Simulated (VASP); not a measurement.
Write the native input for VASP 6.6.1 that does the following.

| Item | Value |
| --- | --- |
| Task | single point |
| Functional | PBE |
| Potentials or basis | VASP PAW PBE potentials, release 64 (Al, Be) |
| Cutoff | 520 eV |
| k mesh | 8 × 8 × 8 |
| Occupations | fermi-dirac, width 0.05 eV |
| Spin | no spin polarisation |
| Dipole correction | no |
| Further INCAR settings | ALGO = Normal; EDIFF = 1e-07; NBANDS = 14 |

The structure of BeAl3 lies in POSCAR:

```
BeAl3
1.0
   -1.9421910000      1.9421910000      3.7748551400
    1.9421910000     -1.9421910000      3.7748551400
    1.9421910000      1.9421910000     -3.7748551400
Al Be
3 1
Direct
    0.5000000000      0.5000000000      0.0000000000
    0.2500000000      0.7500000000      0.5000000000
    0.7500000000      0.2500000000      0.5000000000
    0.0000000000      0.0000000000      0.0000000000
```

The input as run:

INCAR

```
SYSTEM = BeAl3
PREC = Accurate
ENCUT = 520
EDIFF = 1E-7
ISMEAR = -1
SIGMA = 0.05
LREAL = .FALSE.
LASPH = .TRUE.
NELM = 80
ALGO = Normal
ISIF = 2
LWAVE = .FALSE.
LCHARG = .FALSE.
GGA = PE
NBANDS = 14
```

KPOINTS

```
Automatic mesh
0
G
  8 8 8
  0 0 0
```

Potentials or basis: VASP PAW PBE potentials, release 64 (Al, Be).

The run is started by

```sh
$ cat potpaw_PBE.64/Al/POTCAR potpaw_PBE.64/Be/POTCAR > POTCAR
$ mpirun -np 1 vasp_std > vasp.out
```

It gave:

```yaml
Pressure: 2.7 GPa
Band_gap_on_the_k_mesh: zero (an odd number of electrons rules out a gap without spin polarisation)
```

Run time: 68 s on 1 thread of Intel Xeon 8259CL (shared host), peak memory 0.21 GiB.
